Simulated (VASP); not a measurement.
Zr, 1 atom in the cell. It takes space group Im-3m (No. 229, cubic). Conventional cell: a = 3.691 Å, b = 3.691 Å, c = 3.691 Å, α = 90.00°, β = 90.00°, γ = 90.00°. Zr (site symmetry m-3m) has 14 Zr at 3.20 to 3.69 Å within 4.2 Å.  This cell differs from its parent crystal: volume scaled by 1.06.

| Item | Value |
| --- | --- |
| Program | VASP 6.6.1 |
| Task | electric field gradients |
| Functional | PBEsol |
| Potentials or basis | VASP PAW PBE potentials, release 64 (Zr_sv) |
| Cutoff | 520 eV |
| k mesh | 14 × 14 × 14 |
| Occupations | fermi-dirac, width 0.08 eV |
| Spin | no spin polarisation |
| Dipole correction | no |
| Further INCAR settings | ALGO = Normal; EDIFF = 1e-08; NBANDS = 12 |

Potentials or basis: VASP PAW PBE potentials, release 64 (Zr_sv).

Run with:

```console
$ cat potpaw_PBE.64/Zr_sv/POTCAR > POTCAR
$ mpirun -np 1 vasp_std > vasp.out
```

Hardware: 1 thread of Intel(R) Xeon(R) Platinum 8488C (Sapphire Rapids), with other jobs on the host.

Task: Estimate the wall time of this run.

Result: Wall time 13 s on 1 thread of Intel(R) Xeon(R) Platinum 8488C (Sapphire Rapids), on a shared host, peak memory 0.15 GiB. Counts: scf iterations 14, k points 104.
